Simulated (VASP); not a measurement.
# TaN (P6_3/mmc) in VASP: further runs

TaN is run at these levels: PBEsol; tasks: single point.

Program: VASP 6.6.1. These are calculated values, not measurements. Logs are shortened: lines on timing, memory, paths and dates and some standing lists are left out, and cuts for length are marked.

## Step 1: The cell of the first run

It takes space group P6_3/mmc (No. 194, hexagonal). Conventional cell: a = 3.109 Å, b = 3.109 Å, c = 4.918 Å, α = 90.00°, β = 90.00°, γ = 120.00°. Within 2.9 Å of Ta (site symmetry -3m) lie 6 N at 2.18 Å and 2 Ta at 2.46 Å. Within 2.9 Å of N (site symmetry -6m2) lie 6 Ta at 2.18 Å.

## Step 2: Single point, PBEsol (equal xx and yy strain of +2 %)

INCAR

```
SYSTEM = TaN
PREC = Accurate
ENCUT = 520
EDIFF = 1E-6
ISMEAR = -1
SIGMA = 0.01
LREAL = .FALSE.
LASPH = .TRUE.
NELM = 60
ALGO = Normal
ISIF = 2
LWAVE = .FALSE.
LCHARG = .FALSE.
GGA = PS
NBANDS = 24
```

KPOINTS

```
Automatic mesh
0
G
  11 11 6
  0 0 0
```

POSCAR

```
TaN
1.0
    3.1089620182      0.0000000000      0.0000000000
   -1.5544810091      2.6924400871      0.0000000000
    0.0000000000      0.0000000000      4.9180000000
Ta N
2 2
Direct
    0.0000000000      0.0000000000      0.0000000000
    0.0000000000      0.0000000000      0.5000000000
    0.3333333333      0.6666666667      0.2500000000
    0.6666666667      0.3333333333      0.7500000000
```

Potentials or basis: VASP PAW PBE potentials, release 64 (Ta_pv, N).

Run with:

```
cat potpaw_PBE.64/Ta_pv/POTCAR potpaw_PBE.64/N/POTCAR > POTCAR
mpirun -np 1 vasp_std > vasp.out
```

OUTCAR:

```text
SYSTEM = TaN
   PREC = Accurate
   ENCUT = 520
   EDIFF = 1E-6
   ISMEAR = -1
   LREAL = .FALSE.
   LASPH = .TRUE.
   NELM = 60
   ISIF = 2
   GGA = PS

 ion  position               nearest neighbor table
   1  0.000  0.000  0.000-   3 2.18   4 2.18   3 2.18   4 2.18   4 2.18   3 2.18   2 2.46   2 2.46

   2  0.000  0.000  0.500-   3 2.18   4 2.18   3 2.18   4 2.18   4 2.18   3 2.18   1 2.46   1 2.46

   3  0.333  0.667  0.250-   1 2.18   2 2.18   1 2.18   2 2.18   1 2.18   2 2.18
   4  0.667  0.333  0.750-   1 2.18   2 2.18   1 2.18   2 2.18   1 2.18   2 2.18

  LATTYP: Found a hexagonal cell.
 ALAT       =     3.1089620182
 C/A-ratio  =     1.5818784441

  Lattice vectors:

 A1 = (   3.1089620182,   0.0000000000,   0.0000000000)
 A2 = (  -1.5544810091,   2.6924400871,   0.0000000000)
 A3 = (   0.0000000000,   0.0000000000,   4.9180000000)

Analysis of symmetry for initial positions (statically):
=====================================================================
 Subroutine PRICEL returns:
 Original cell was already a primitive cell.

 Routine SETGRP: Setting up the symmetry group for a
 hexagonal supercell.

 Subroutine GETGRP returns: Found 24 space group operations
 (whereof 12 operations were pure point group operations)
 out of a pool of 24 trial point group operations.

The static configuration has the point symmetry D_3d.
 The point group associated with its full space group is D_6h.

Analysis of symmetry for dynamics (positions and initial velocities):
=====================================================================
 Subroutine PRICEL returns:
 Original cell was already a primitive cell.

 Routine SETGRP: Setting up the symmetry group for a
 hexagonal supercell.

 Subroutine GETGRP returns: Found 24 space group operations
 (whereof 12 operations were pure point group operations)
 out of a pool of 24 trial point group operations.

The dynamic configuration has the point symmetry D_3d.
 The point group associated with its full space group is D_6h.

 Subroutine INISYM returns: Found 24 space group operations
 (whereof 12 operations are pure point group operations),
 and found     1 'primitive' translations

----------------------------------------------------------------------------------------

                                     Primitive cell

  volume of cell :      41.1671

  direct lattice vectors                    reciprocal lattice vectors
     3.108962018  0.000000000  0.000000000     0.321650761  0.185705154  0.000000000
    -1.554481009  2.692440087  0.000000000     0.000000000  0.371410307  0.000000000
     0.000000000  0.000000000  4.918000000     0.000000000  0.000000000  0.203334689

  length of vectors
     3.108962018  3.108962018  4.918000000     0.371410307  0.371410307  0.203334689

  position of ions in fractional coordinates (direct lattice)
     0.000000000  0.000000000  0.000000000
     0.000000000  0.000000000  0.500000000
     0.333333333  0.666666667  0.250000000
     0.666666667  0.333333333  0.750000000

  ion indices of the primitive-cell ions
   primitive index   ion index
                 1           1
                 2           2
                 3           3
                 4           4

----------------------------------------------------------------------------------------

 KPOINTS: Automatic mesh

Automatic generation of k-mesh.
 Grid dimensions read from file:
 generate k-points for:   11   11    6

 Generating k-lattice:

  Cartesian coordinates                     Fractional coordinates (reciprocal lattice)
     0.029240978  0.016882287  0.000000000     0.090909091 -0.000000000  0.000000000
     0.000000000  0.033764573  0.000000000     0.000000000  0.090909091  0.000000000
     0.000000000  0.000000000  0.033889115     0.000000000  0.000000000  0.166666667

  Length of vectors
     0.033764573  0.033764573  0.033889115

  Shift w.r.t. Gamma in fractional coordinates (k-lattice)
     0.000000000  0.000000000  0.000000000

 Subroutine IBZKPT returns following result:
 ===========================================

 Found     64 irreducible k-points:

 Following reciprocal coordinates:
            Coordinates               Weight
  0.000000  0.000000  0.000000      1.000000
  0.090909 -0.000000  0.000000      6.000000
  0.181818 -0.000000  0.000000      6.000000
  0.272727 -0.000000  0.000000      6.000000
  0.363636 -0.000000  0.000000      6.000000
  0.454545 -0.000000  0.000000      6.000000
[... 16 lines left out ...]
  0.090909  0.090909  0.166667     12.000000
  0.181818  0.090909  0.166667     24.000000
 [... further k-points ...]
   k-points           NKPTS =     64   k-points in BZ     NKDIM =     64   number of bands    NBANDS=     24
   number of dos      NEDOS =    301   number of ions     NIONS =      4
   total plane-waves  NPLWV =  23040
   dimension x,y,z NGX =    24 NGY =   24 NGZ =   40
   dimension x,y,z NGXF=    48 NGYF=   48 NGZF=   80
   ions per type =               2   2
   NGX,Y,Z   is equivalent  to a cutoff of  12.83, 12.83, 13.52 a.u.
   NGXF,Y,Z  is equivalent  to a cutoff of  25.67, 25.67, 27.04 a.u.
 SYSTEM =  TaN
   PREC   = accura    normal or accurate (medium, high low for compatibility)
   ISTART =      0    job   : 0-new  1-cont  2-samecut
   ICHARG =      2    charge: 1-file 2-atom 10-const
   ISPIN  =      1    spin polarized calculation?
   LNONCOLLINEAR =      F non collinear calculations
   LSORBIT =      F    spin-orbit coupling
   LASPH  =      T    aspherical Exc in radial PAW
   ENCUT  =  520.0 eV  38.22 Ry    6.18 a.u.   5.78  5.78  9.14*2*pi/ulx,y,z
   NELM   =     60;   NELMIN=  2; NELMDL= -5     # of ELM steps
   EDIFF  = 0.1E-05   stopping-criterion for ELM
   LREAL  =      F    real-space projection
   EDIFFG = 0.1E-04   stopping-criterion for IOM
   NSW    =      0    number of steps for IOM
   IBRION =     -1    ionic relax: 0-MD 1-quasi-New 2-CG
   NFREE  =      0    steps in history (QN), initial steepest desc. (CG)
   ISIF   =      2    stress and relaxation
   ISYM   =      2    0-nonsym 1-usesym 2-fastsym
   POTIM  = 0.5000    time-step for ionic-motion
   TEBEG  =    0.0;   TEEND  =   0.0 temperature during run
   PSTRESS=    0.0 pullay stress
   NELECT =      32.0000    total number of electrons
   NUPDOWN=      -1.0000    fix difference up-down
   EMIN   =  10.00;   EMAX   =-10.00  energy-range for DOS
   EFERMI =   0.00;   METHOD = LEGACY
   ISMEAR =    -1;   SIGMA  =   0.01  broadening in eV -4-tet -1-fermi 0-gaus
   EFERMI_NEDOS =   21; number of points for ismear=-14 and -15
   IALGO  =     38    algorithm
   IMIX   =      4    mixing-type and parameters
     AMIX     =   0.40;   BMIX     =  1.00
     AMIX_MAG =   1.60;   BMIX_MAG =  1.00
  volume/ion in A,a.u.               =      10.29        69.45
  Fermi-wavevector in a.u.,A,eV,Ry     =   1.505248  2.844507 30.827708  2.265773
  Thomas-Fermi vector in A             =   2.616122
   LORBIT       =      0    0 simple, 1 ext, 2 COOP (PROOUT), +10 PAW based schemes
   GGA     = PS    functional components
   LHFCALC =     F    Hartree Fock is set to
   AEXX    =    0.0000 exact exchange contribution
   IVDW    =     0    specifies the selected vdW correction
   LEPSILON=     F    determine dielectric tensor
   LRPA    =     F    only Hartree local field effects (RPA)
 non-spin polarized calculation
  energy-cutoff  :      520.00
  volume of cell :       41.17
 maximum number of plane-waves:      1126
 NGX is ok and might be reduce to    24
   NGX = 11   NGY = 11   NGZ = 19

 number of electron      32.0000000 magnetization

 Free energy of the ion-electron system (eV)
  ---------------------------------------------------
  ext. energy  EPLUGINS =         0.00000000
  ---------------------------------------------------
  free energy    TOTEN  =       -44.45607452 eV

  energy without entropy =      -44.45576392  energy(sigma->0) =      -44.45591922

 E-fermi :   9.2904     XC(G=0): -13.6756

 val. band max:        9.2788725593   @ k =   0.0909  -0.0000   0.5000
 cond. band min:       9.3127902168   @ k =   0.0000   0.0000   0.1667
 fundamental gap:      0.0339176576
 Fermi energy:         9.2903558292

 k-point     1 :       0.0000    0.0000    0.0000
  band No.  band energies     occupation
      1     -27.8349      2.00000
      2     -26.0967      2.00000
      3     -26.0967      2.00000
      4     -25.7218      2.00000
      5     -25.7218      2.00000
      6     -24.8383      2.00000
[... 16 lines left out ...]
     23      14.2360      0.00000
     24      15.9940      0.00000

 k-point     2 :       0.0909   -0.0000    0.0000
  band No.  band energies     occupation
      1     -27.8202      2.00000
      2     -26.1611      2.00000
      3     -26.1102      2.00000
      4     -25.7705      2.00000
      5     -25.7325      2.00000
      6     -24.8328      2.00000
[... 16 lines left out ...]
     23      14.2212      0.00000
     24      15.9197      0.00000

 k-point     3 :       0.1818   -0.0000    0.0000
  band No.  band energies     occupation
      1     -27.7804      2.00000
      2     -26.3298      2.00000
      3     -26.1462      2.00000
      4     -25.8990      2.00000
      5     -25.7607      2.00000
      6     -24.8180      2.00000
[... 16 lines left out ...]
     23      15.4741      0.00000
     24      15.8490      0.00000

 k-point     4 :       0.2727   -0.0000    0.0000
  band No.  band energies     occupation
      1     -27.7278      2.00000
      2     -26.5420      2.00000
      3     -26.1929      2.00000
      4     -26.0631      2.00000
      5     -25.7975      2.00000
      6     -24.7986      2.00000
[... 16 lines left out ...]
     23      15.8834      0.00000
     24      15.9531      0.00000

 k-point     5 :       0.3636   -0.0000    0.0000
  band No.  band energies     occupation
      1     -27.6790      2.00000
      2     -26.7293      2.00000
      3     -26.2354      2.00000
      4     -26.2101      2.00000
      5     -25.8311      2.00000
      6     -24.7806      2.00000
[... 451 lines left out ...]
 k-point    22 :       0.4545   -0.0000    0.1667
  band No.  band energies     occupation
      1     -27.4829      2.00000
      2     -26.8028      2.00000
      3     -26.3342      2.00000
      4     -26.2341      2.00000
      5     -25.8795      2.00000
      6     -24.9958      2.00000
[... 16 lines left out ...]
     23      15.4418      0.00000
     24      15.9631      0.00000

 k-point    23 :       0.0909    0.0909    0.1667
  band No.  band energies     occupation
      1     -27.6225      2.00000
      2     -26.2472      2.00000
      3     -26.1141      2.00000
      4     -25.8848      2.00000
      5     -25.7816      2.00000
      6     -25.0582      2.00000
[... 16 lines left out ...]
     23      14.6829      0.00000
     24      15.2252      0.00000

 k-point    24 :       0.1818    0.0909    0.1667
  band No.  band energies     occupation
      1     -27.5775      2.00000
      2     -26.4251      2.00000
      3     -26.1647      2.00000
      4     -26.0264      2.00000
      5     -25.8225      2.00000
      6     -25.0377      2.00000
[... 16 lines left out ...]
     23      15.2748      0.00000
     24      15.7260      0.00000

 [... further k-points ...]
[... 5 lines left out ...]
  --------------------------------------------------------------------------------------
  -------------------------------------------------------------------------------------
  Total        1.5098356      1.5098356     22.3201608      0.0000000      0.0000000     -0.0000000
  in kB       58.7611455     58.7611455    868.6761806      0.0000000      0.0000000     -0.0000000
  external PRESSURE =     328.7328239 kB  Pullay stress =       0.0000000 kB

 VOLUME and BASIS-vectors are now :
 -----------------------------------------------------------------------------
  energy-cutoff  :      520.00
  volume of cell :       41.17
      direct lattice vectors                 reciprocal lattice vectors
     3.108962018  0.000000000  0.000000000     0.321650761  0.185705154  0.000000000
    -1.554481009  2.692440087  0.000000000     0.000000000  0.371410307  0.000000000
     0.000000000  0.000000000  4.918000000     0.000000000  0.000000000  0.203334689

 POSITION                                       TOTAL-FORCE (eV/Angst)
 -----------------------------------------------------------------------------------
      0.00000      0.00000      0.00000         0.000000      0.000000      0.000000
      0.00000      0.00000      2.45900         0.000000      0.000000      0.000000
     -0.00000      1.79496      1.22950         0.000000      0.000000     -0.000000
      1.55448      0.89748      3.68850        -0.000000      0.000000      0.000000
 -----------------------------------------------------------------------------------
    total drift:                               -0.000000      0.000000      0.000000

  FREE ENERGIE OF THE ION-ELECTRON SYSTEM (eV)
  ---------------------------------------------------
  free  energy   TOTEN  =       -44.4560745189 eV

  energy  without entropy=      -44.4557639185  energy(sigma->0) =      -44.45591922
```

Wall time 19 s (1 thread of Intel Xeon 6975P-C (Granite Rapids), shared host); peak memory 0.19 GiB.

What came out:

```
Free energy            : -44.4561 eV
Pressure               : 32.9 GPa
Band gap on the k mesh : zero (band 16 reaches 9.98 eV, above the bottom of band 17 at 7.32 eV)
```

Stress tensor (GPa, compression positive):
```
 5.88  0.00  0.00
 0.00  5.88  0.00
 0.00  0.00 86.87
```

Levels at points of the mesh, in eV from the Fermi level:
```
           k point  band 12  band 13  band 14  band 15  band 16  band 17  band 18  band 19  band 20  band 21
(0.00, 0.00, 0.00)    -5.16    -3.55    -3.55    -3.44    -1.97    -1.97    -0.58    -0.58     2.45     4.16
(0.00, 0.00, 0.50)    -6.26    -6.26    -6.26    -0.07    -0.07    -0.07    -0.07     0.08     0.08     4.50
```

Caveat: the cell differs from its parent crystal (equal xx and yy strain of +2 %); the PAW data sets were made with another functional, which shifts forces and pressure a little; spin-orbit coupling is left out, which moves the levels of the heavy elements.

## Step 3: Single point, PBEsol (volume scaled by 0.94)

INCAR, as its differences from that of step 2:

```diff
@@ -8,3 +8,3 @@
 LASPH = .TRUE.
-NELM = 60
+NELM = 100
 ALGO = Normal
```

KPOINTS

```
regular mesh
0
G
  11 11 6
  0 0 0
```

POSCAR

```
TaN
1.0
    2.9857803976      0.0000000000      0.0000000000
   -1.4928901988      2.5857616744      0.0000000000
    0.0000000000      0.0000000000      4.8176044827
Ta N
2 2
Direct
    0.0000000000      0.0000000000      0.0000000000
    0.0000000000      0.0000000000      0.5000000000
    0.3333333333      0.6666666667      0.2500000000
    0.6666666667      0.3333333333      0.7500000000
```

Potentials or basis: VASP PAW PBE potentials, release 64 (Ta_pv, N).

Run with:

```
cat potpaw_PBE.64/Ta_pv/POTCAR potpaw_PBE.64/N/POTCAR > POTCAR
mpirun -np 1 vasp_std > vasp.out
```

It took 52 s on 1 thread of Intel Xeon Platinum 8175M at 2.50GHz (Skylake/Cascade Lake), shared host; peak memory 0.19 GiB.

Results (log left out):

| Item | Value |
| --- | --- |
| Free energy | -43.3127 eV |
| Pressure | 86.8 GPa |
| Band gap on the k mesh | zero (band 16 reaches 11.26 eV, above the bottom of band 17 at 8.39 eV) |

Stress tensor (GPa, compression positive):
```
 53.75   0.00   0.00
  0.00  53.75   0.00
  0.00   0.00 152.75
```

Levels at points of the mesh, in eV from the Fermi level:
```tsv
k point	band 13	band 14	band 15	band 16	band 17	band 18	band 19	band 20
(0.00, 0.00, 0.00)	-3.80	-3.80	-3.76	-2.10	-2.10	-0.76	-0.76	3.42
(0.00, 0.00, 0.50)	-6.79	-6.79	-0.04	-0.04	-0.04	-0.04	0.09	0.09
```

Caveat: the PAW data sets were made with another functional, which shifts forces and pressure a little; spin-orbit coupling is left out, which moves the levels of the heavy elements.
